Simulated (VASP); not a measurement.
Crystal: MgCdC4N4.

```
Mg Cd C N
1.0
     6.05756    0.00000    0.00000
     0.00000    6.05756    0.00000
     0.00000    0.00000    6.05756
Mg Cd C N
1 1 4 4
Direct
  0.50000 0.50000 0.50000
  0.00000 0.00000 0.00000
  0.19072 0.19072 0.19072
  0.19072 0.80928 0.80928
  0.80928 0.19072 0.80928
  0.80928 0.80928 0.19072
  0.30223 0.30223 0.30223
  0.30223 0.69777 0.69777
  0.69777 0.30223 0.69777
  0.69777 0.69777 0.30223
```

```yaml
Program: VASP 6.6.1
Task: relaxation of cell and atoms
Functional: PBE
Potentials_or_basis: VASP PAW PBE potentials, release 64 (Mg, Cd, C, N)
Cutoff: 600 eV
k_mesh: 4 × 4 × 4
Occupations: gaussian, width 0.1 eV
Spin: no spin polarisation
```

At the start: pressure 4.8 GPa; volume 22.23 Å³/atom.

Problem. How do energy, volume and symmetry change on relaxing?

Solution. Over 30 steps the energy falls by 115.8 meV/atom and the volume is 24.79 Å³/atom (+11.5 %); space group P-43m (No. 215, to 0.1 Å) before and after.

Step by step:
```
step  energy change (eV)  largest force (eV/Å)  pressure (GPa)  volume (Å³)
   1              0.0000                3.1885            4.77       222.28
   2              3.2221               21.0650           17.31       244.23
   3             -0.3114                4.2035            6.99       227.56
   4             -0.8136                2.7079            3.52       238.04
   5             -1.0837                0.2980           -1.59       260.24
   6             -1.0969                0.4698           -0.88       256.44
   7             -1.0971                0.5405           -0.76       255.80
   8             -1.1074                0.3508           -0.90       254.51
   9             -1.1119                0.7886           -1.08       252.93
  10             -1.1170                0.7247           -0.94       252.22
  11             -1.1288                0.5317           -0.52       250.12
  12             -1.1373                0.2686            0.37       245.95
  13             -1.1374                0.2368            0.28       246.35
  14             -1.1389                0.1994            0.26       246.30
  15             -1.1428                0.2736            0.19       246.17
  16             -1.1477                0.4209            0.07       245.90
  17             -1.1460                0.7115           -0.16       245.36
  18             -1.1489                0.5336           -0.02       245.69
  19             -1.1500                0.4775            0.03       245.66
  20             -1.1526                0.3094            0.17       245.55
  21             -1.1543                0.0486            0.46       245.34
  22             -1.1544                0.0148            0.42       245.37
  23             -1.1546                0.0172            0.41       245.45
  24             -1.1552                0.0251            0.36       245.70
  25             -1.1563                0.0410            0.27       246.18
  26             -1.1575                0.1055            0.10       247.15
  27             -1.1564                0.2350           -0.25       249.11
  28             -1.1576                0.1406            0.00       247.69
  29             -1.1577                0.1323            0.14       248.03
  30             -1.1579                0.0327            0.08       247.88
```

Final structure:
```xyz
10
Lattice="6.2817 0.0000 0.0000 0.0000 6.2817 0.0000 0.0000 0.0000 6.2817" Properties=species:S:1:pos:R:3 pbc="T T T"
Mg    3.1409    3.1409    3.1409
Cd    0.0000    0.0000    0.0000
C     1.2891    1.2891    1.2891
C     1.2891    4.9926    4.9926
C     4.9926    1.2891    4.9926
C     4.9926    4.9926    1.2891
N     1.9631    1.9631    1.9631
N     1.9631    4.3186    4.3186
N     4.3186    1.9631    4.3186
N     4.3186    4.3186    1.9631
```
